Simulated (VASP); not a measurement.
Input of a VASP 6.6.1 run:

File INCAR:

```
PREC = Accurate
ENCUT = 520
EDIFF = 1E-6
ISMEAR = -1
SIGMA = 0.05
LREAL = False
LASPH = True
NELM = 80
ALGO = Normal
ISIF = 2
LWAVE = False
LCHARG = False
GGA = PE
NBANDS = 12
```

The input KPOINTS:

```
regular mesh
0
Gamma
  12 12 12
```

The input POSCAR:

```
Zn
1.0
    0.0000000000      1.9631085851      1.9631085851
    1.9631085851      0.0000000000      1.9631085851
    1.9631085851      1.9631085851      0.0000000000
Zn
1
Direct
    0.0000000000      0.0000000000      0.0000000000
```

Potentials or basis: VASP PAW PBE potentials, release 64 (Zn).

Command:

```sh
$ cat potpaw_PBE.64/Zn/POTCAR > POTCAR
$ mpirun -np 1 vasp_std > vasp.out
```

Problem. Predict the band gap on the k mesh.

Solution. Zero (band 6 reaches 5.35 eV, above the bottom of band 7 at 1.72 eV).

Problem. What does it give for the pressure?

Solution. 0.4 GPa.
